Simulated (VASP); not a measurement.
# Ga4O (I4mm) in VASP: a series of runs

Ga4O is run at these levels: PBE; tasks: single point, relaxation of cell and atoms.

All numbers are computed with VASP 6.6.1; they aren't measurements. Logs are shortened: lines on timing, memory, paths and dates and some standing lists are left out, and cuts for length are marked.

## Step 1: The cell of the first run

Symmetry: I4mm, No. 107, tetragonal system. The conventional cell has a = 4.307 Å, b = 4.307 Å, c = 7.790 Å, α = 90.00°, β = 90.00°, γ = 90.00°. Ga (site symmetry 4mm) has 1 O at 1.95 Å within 2.6 Å. Ga (site symmetry 2mm) has 2 O at 2.16 Å and 12 Ga at 2.79 to 3.05 Å within 3.1 Å. Within 2.6 Å of Ga (site symmetry 4mm) lie 1 O at 1.97 Å. O (site symmetry 4mm) has 6 Ga at 1.95 to 2.16 Å within 2.6 Å.

## Step 2: Single point, PBE

INCAR

```
SYSTEM = Ga4O
  PREC = Accurate
  ENCUT = 520
  EDIFF = 1E-6
  ISMEAR = 0
  SIGMA = 0.1
  LREAL = .False.
  LASPH = .True.
  NELM = 100
  ALGO = Normal
  ISIF = 2
  LWAVE = .False.
  LCHARG = .True.
  GGA = PE
  LELF = .True.
  LVHAR = .True.
  NBANDS = 37
```

KPOINTS

```
Automatic mesh
0
Gamma
  6 6 6
  0 0 0
```

POSCAR

```
Ga4O
1.0
   -2.1533966700      2.1533966700      3.8947668500
    2.1533966700     -2.1533966700      3.8947668500
    2.1533966700      2.1533966700     -3.8947668500
Ga O
4 1
Direct
    0.7562872600      0.7562872600      0.0000000000
    0.4879780500      0.9879780500      0.5000000000
    0.9879780500      0.4879780500      0.5000000000
    0.2605076700      0.2605076700      0.0000000000
    0.0072489800      0.0072489800      0.0000000000
```

Potentials or basis: VASP PAW PBE potentials, release 64 (Ga_d, O).

Command:

```console
cat potpaw_PBE.64/Ga_d/POTCAR potpaw_PBE.64/O/POTCAR > POTCAR
mpirun -np 1 vasp_std > vasp.out
```

OUTCAR:

```text
SYSTEM = Ga4O
   PREC = Accurate
   ENCUT = 520
   EDIFF = 1E-6
   ISMEAR = 0
   LREAL = .False.
   LASPH = .True.
   NELM = 100
   ISIF = 2
   GGA = PE

 ion  position               nearest neighbor table
   1  0.756  0.756  0.000-   5 1.95   3 2.81   2 2.81   2 2.81   3 2.81
   2  0.488  0.988  0.500-   5 2.16   5 2.16   4 2.79   4 2.79   1 2.81   1 2.81
   3  0.988  0.488  0.500-   5 2.16   5 2.16   4 2.79   4 2.79   1 2.81   1 2.81
   4  0.261  0.261  0.000-   5 1.97   2 2.79   3 2.79   2 2.79   3 2.79
   5  0.007  0.007  0.000-   1 1.95   4 1.97   3 2.16   2 2.16   3 2.16   2 2.16

  LATTYP: Found a body centered tetragonal cell.
 ALAT       =     4.3067933400
 C/A-ratio  =     1.8086620567

  Lattice vectors:

 A1 = (  -2.1533966700,   2.1533966700,   3.8947668500)
 A2 = (   2.1533966700,  -2.1533966700,   3.8947668500)
 A3 = (   2.1533966700,   2.1533966700,  -3.8947668500)

Analysis of symmetry for initial positions (statically):
=====================================================================
 Subroutine PRICEL returns:
 Original cell was already a primitive cell.

 Routine SETGRP: Setting up the symmetry group for a
 body centered tetragonal supercell.

 Subroutine GETGRP returns: Found  8 space group operations
 (whereof  8 operations were pure point group operations)
 out of a pool of 16 trial point group operations.

The static configuration has the point symmetry C_4v.

Analysis of symmetry for dynamics (positions and initial velocities):
=====================================================================
 Subroutine PRICEL returns:
 Original cell was already a primitive cell.

 Routine SETGRP: Setting up the symmetry group for a
 body centered tetragonal supercell.

 Subroutine GETGRP returns: Found  8 space group operations
 (whereof  8 operations were pure point group operations)
 out of a pool of 16 trial point group operations.

The dynamic configuration has the point symmetry C_4v.

 Subroutine INISYM returns: Found  8 space group operations
 (whereof  8 operations are pure point group operations),
 and found     1 'primitive' translations

----------------------------------------------------------------------------------------

                                     Primitive cell

  volume of cell :      72.2420

  direct lattice vectors                    reciprocal lattice vectors
    -2.153396670  2.153396670  3.894766850     0.000000000  0.232191313  0.128377389
     2.153396670 -2.153396670  3.894766850     0.232191313  0.000000000  0.128377389
     2.153396670  2.153396670 -3.894766850     0.232191313  0.232191313  0.000000000

  length of vectors
     4.944031073  4.944031073  4.944031073     0.265317847  0.265317847  0.328368104

  position of ions in fractional coordinates (direct lattice)
     0.756287260  0.756287260  0.000000000
     0.487978050  0.987978050  0.500000000
     0.987978050  0.487978050  0.500000000
     0.260507670  0.260507670  0.000000000
     0.007248980  0.007248980  0.000000000

  ion indices of the primitive-cell ions
   primitive index   ion index
                 1           1
                 2           2
                 3           3
                 4           4
                 5           5

----------------------------------------------------------------------------------------

 KPOINTS: Automatic mesh

Automatic generation of k-mesh.
 Grid dimensions read from file:
 generate k-points for:    6    6    6

 Generating k-lattice:

  Cartesian coordinates                     Fractional coordinates (reciprocal lattice)
     0.000000000  0.038698552  0.021396232     0.166666667 -0.000000000  0.000000000
     0.038698552  0.000000000  0.021396232    -0.000000000  0.166666667  0.000000000
     0.038698552  0.038698552  0.000000000     0.000000000  0.000000000  0.166666667

  Length of vectors
     0.044219641  0.044219641  0.054728017

  Shift w.r.t. Gamma in fractional coordinates (k-lattice)
     0.000000000  0.000000000  0.000000000

 Subroutine IBZKPT returns following result:
 ===========================================

 Found     30 irreducible k-points:

 Following reciprocal coordinates:
            Coordinates               Weight
  0.000000  0.000000  0.000000      1.000000
  0.166667  0.000000  0.000000      8.000000
  0.333333 -0.000000  0.000000      8.000000
  0.500000  0.000000  0.000000      4.000000
  0.166667  0.166667  0.000000      8.000000
  0.333333  0.166667  0.000000     16.000000
[... 16 lines left out ...]
 -0.333333 -0.333333  0.166667      8.000000
 -0.166667 -0.333333  0.166667      8.000000
 [... further k-points ...]
   k-points           NKPTS =     30   k-points in BZ     NKDIM =     30   number of bands    NBANDS=     37
   number of dos      NEDOS =    301   number of ions     NIONS =      5
   total plane-waves  NPLWV =  64000
   dimension x,y,z NGX =    40 NGY =   40 NGZ =   40
   dimension x,y,z NGXF=    80 NGYF=   80 NGZF=   80
   ions per type =               4   1
   NGX,Y,Z   is equivalent  to a cutoff of  13.45, 13.45, 13.45 a.u.
   NGXF,Y,Z  is equivalent  to a cutoff of  26.90, 26.90, 26.90 a.u.
 SYSTEM =  Ga4O
   PREC   = accura    normal or accurate (medium, high low for compatibility)
   ISTART =      0    job   : 0-new  1-cont  2-samecut
   ICHARG =      2    charge: 1-file 2-atom 10-const
   ISPIN  =      1    spin polarized calculation?
   LNONCOLLINEAR =      F non collinear calculations
   LSORBIT =      F    spin-orbit coupling
   LASPH  =      T    aspherical Exc in radial PAW
   ENCUT  =  520.0 eV  38.22 Ry    6.18 a.u.   9.19  9.19  9.19*2*pi/ulx,y,z
   NELM   =    100;   NELMIN=  2; NELMDL= -5     # of ELM steps
   EDIFF  = 0.1E-05   stopping-criterion for ELM
   LREAL  =      F    real-space projection
[... 7 lines left out ...]
   TEBEG  =    0.0;   TEEND  =   0.0 temperature during run
   PSTRESS=    0.0 pullay stress
   NELECT =      58.0000    total number of electrons
   NUPDOWN=      -1.0000    fix difference up-down
   EMIN   =  10.00;   EMAX   =-10.00  energy-range for DOS
   EFERMI =   0.00;   METHOD = LEGACY
   ISMEAR =     0;   SIGMA  =   0.10  broadening in eV -4-tet -1-fermi 0-gaus
   EFERMI_NEDOS =   21; number of points for ismear=-14 and -15
   IALGO  =     38    algorithm
   IMIX   =      4    mixing-type and parameters
     AMIX     =   0.40;   BMIX     =  1.00
     AMIX_MAG =   1.60;   BMIX_MAG =  1.00
  volume/ion in A,a.u.               =      14.45        97.50
  Fermi-wavevector in a.u.,A,eV,Ry     =   1.521555  2.875322 31.499250  2.315130
  Thomas-Fermi vector in A             =   2.630254
   LORBIT       =      0    0 simple, 1 ext, 2 COOP (PROOUT), +10 PAW based schemes
   GGA     = PE    functional components
   LHFCALC =     F    Hartree Fock is set to
   AEXX    =    0.0000 exact exchange contribution
   IVDW    =     0    specifies the selected vdW correction
   LEPSILON=     F    determine dielectric tensor
   LRPA    =     F    only Hartree local field effects (RPA)
 non-spin polarized calculation
 Gauss-broadening in eV      SIGMA  =   0.10
  energy-cutoff  :      520.00
  volume of cell :       72.24
 maximum number of plane-waves:      1964
 NGX is ok and might be reduce to    40
   NGX = 19   NGY = 19   NGZ = 19

 number of electron      58.0000002 magnetization

 Free energy of the ion-electron system (eV)
  ---------------------------------------------------
  ext. energy  EPLUGINS =         0.00000000
  ---------------------------------------------------
  free energy    TOTEN  =       -16.79120369 eV

  energy without entropy =      -16.78017791  energy(sigma->0) =      -16.78569080

 E-fermi :   7.0325     XC(G=0): -11.7579

 val. band max:        6.9860607902   @ k =  -0.3333  -0.3333   0.3333
 cond. band min:       7.0346524012   @ k =  -0.1667   0.1667   0.1667
 fundamental gap:      0.0485916110
 Fermi energy:         7.0324524056

 k-point     1 :       0.0000    0.0000    0.0000
  band No.  band energies     occupation
      1     -14.2677      2.00000
      2      -8.3254      2.00000
      3      -8.2349      2.00000
      4      -8.2067      2.00000
      5      -8.2067      2.00000
      6      -8.1864      2.00000
[... 29 lines left out ...]
     36      13.8130      0.00000
     37      13.8130      0.00000

 k-point     2 :       0.1667    0.0000    0.0000
  band No.  band energies     occupation
      1     -14.2274      2.00000
      2      -8.3007      2.00000
      3      -8.2860      2.00000
      4      -8.2266      2.00000
      5      -8.2225      2.00000
      6      -8.1880      2.00000
[... 29 lines left out ...]
     36      12.7924      0.00000
     37      13.3690      0.00000

 k-point     3 :       0.3333   -0.0000    0.0000
  band No.  band energies     occupation
      1     -14.1445      2.00000
      2      -8.3288      2.00000
      3      -8.2545      2.00000
      4      -8.2474      2.00000
      5      -8.2313      2.00000
      6      -8.1938      2.00000
[... 29 lines left out ...]
     36      13.3729      0.00000
     37      14.9802      0.00000

 k-point     4 :       0.5000    0.0000    0.0000
  band No.  band energies     occupation
      1     -14.1017      2.00000
      2      -8.3353      2.00000
      3      -8.2703      2.00000
      4      -8.2500      2.00000
      5      -8.2346      2.00000
      6      -8.1714      2.00000
[... 29 lines left out ...]
     36      13.4010      0.00000
     37      15.0488      0.00000
[... 683 lines left out ...]
      1     -14.1309      2.00000
      2      -8.3310      2.00000
      3      -8.2887      2.00000
      4      -8.2480      2.00000
      5      -8.2258      2.00000
      6      -8.2163      2.00000
[... 29 lines left out ...]
     36      13.3248      0.00000
     37      14.7951      0.00000

 k-point    23 :      -0.3333   -0.3333    0.1667
  band No.  band energies     occupation
      1     -14.1634      2.00000
      2      -8.3395      2.00000
      3      -8.3019      2.00000
      4      -8.2729      2.00000
      5      -8.2456      2.00000
      6      -8.2160      2.00000
[... 29 lines left out ...]
     36      13.8674      0.00000
     37      14.1879      0.00000

 k-point    24 :      -0.1667   -0.3333    0.1667
  band No.  band energies     occupation
      1     -14.2071      2.00000
      2      -8.3373      2.00000
      3      -8.2906      2.00000
      4      -8.2735      2.00000
      5      -8.2733      2.00000
      6      -8.2130      2.00000
[... 29 lines left out ...]
     36      13.2601      0.00000
     37      14.4389      0.00000

 [... further k-points ...]

------------------------ aborting loop because EDIFF is reached ----------------------------------------

  FORCE on cell =-STRESS in cart. coord.  units (eV):
  Direction    XX          YY          ZZ          XY          YZ          ZX
  --------------------------------------------------------------------------------------
  -------------------------------------------------------------------------------------
  Total        8.5092473      8.5092473      5.6625140      0.0000000      0.0000000      0.0000000
  in kB      188.7175101    188.7175101    125.5828525      0.0000000      0.0000000      0.0000000
  external PRESSURE =     167.6726243 kB  Pullay stress =       0.0000000 kB

 VOLUME and BASIS-vectors are now :
 -----------------------------------------------------------------------------
  energy-cutoff  :      520.00
  volume of cell :       72.24
      direct lattice vectors                 reciprocal lattice vectors
    -2.153396670  2.153396670  3.894766850     0.000000000  0.232191313  0.128377389
     2.153396670 -2.153396670  3.894766850     0.232191313  0.000000000  0.128377389
     2.153396670  2.153396670 -3.894766850     0.232191313  0.232191313  0.000000000

 POSITION                                       TOTAL-FORCE (eV/Angst)
 -----------------------------------------------------------------------------------
      0.00000      0.00000      5.89113        -0.000000     -0.000000     -2.837866
      2.15340      0.00000      3.80112         0.000000      0.000000      0.170456
      0.00000      2.15340      3.80112         0.000000      0.000000      0.170456
      0.00000      0.00000      2.02923         0.000000      0.000000      1.674538
      0.00000      0.00000      0.05647         0.000000      0.000000      0.822415
 -----------------------------------------------------------------------------------
    total drift:                                0.000000      0.000000     -0.000177

  FREE ENERGIE OF THE ION-ELECTRON SYSTEM (eV)
  ---------------------------------------------------
  free  energy   TOTEN  =       -16.7912036880 eV

  energy  without entropy=      -16.7801779117  energy(sigma->0) =      -16.78569080
```

Run time: 74 s. Hardware: 1 thread of AMD EPYC 9R45 (Zen 5), shared host; peak memory 0.23 GiB.

What came out:

```
Free energy            : -16.7912 eV
Pressure               : 16.8 GPa
Largest force          : 2.838 eV/Å
Band gap on the k mesh : zero (bands 29 and 30 overlap by 1.12 eV)
```

Forces in eV/Å, atoms in the order of the input:
```
Ga   0.000  0.000 -2.838
Ga   0.000  0.000  0.170
Ga   0.000  0.000  0.170
Ga   0.000  0.000  1.675
O    0.000  0.000  0.822
```

Levels at points of the mesh, in eV from the Fermi level:
```tsv
k point	band 25	band 26	band 27	band 28	band 29	band 30	band 31	band 32	band 33	band 34
(0.00, 0.00, 0.00)	-6.91	-2.27	-1.88	-1.22	-0.77	-0.77	0.72	1.73	1.73	3.30
(0.50, 0.00, 0.00)	-6.84	-4.00	-3.42	-0.81	-0.57	1.07	1.61	1.99	4.56	4.66
(0.50, 0.50, 0.00)	-6.61	-4.54	-2.74	-2.51	-0.86	-0.66	2.41	3.76	4.36	6.30
(0.50, 0.50, 0.50)	-7.15	-4.25	-3.40	-0.88	-0.77	-0.77	5.08	5.81	5.81	6.39
```

Caveat: the stress differs along the axes, from 13 to 19 GPa; forces of over 1 eV/Å act on the atoms, so gaps and moduli don't describe the material at rest.

(Continued in part 2 of 2.)

The gap in the log of VASP goes by the Fermi energy; the results here count the filled bands.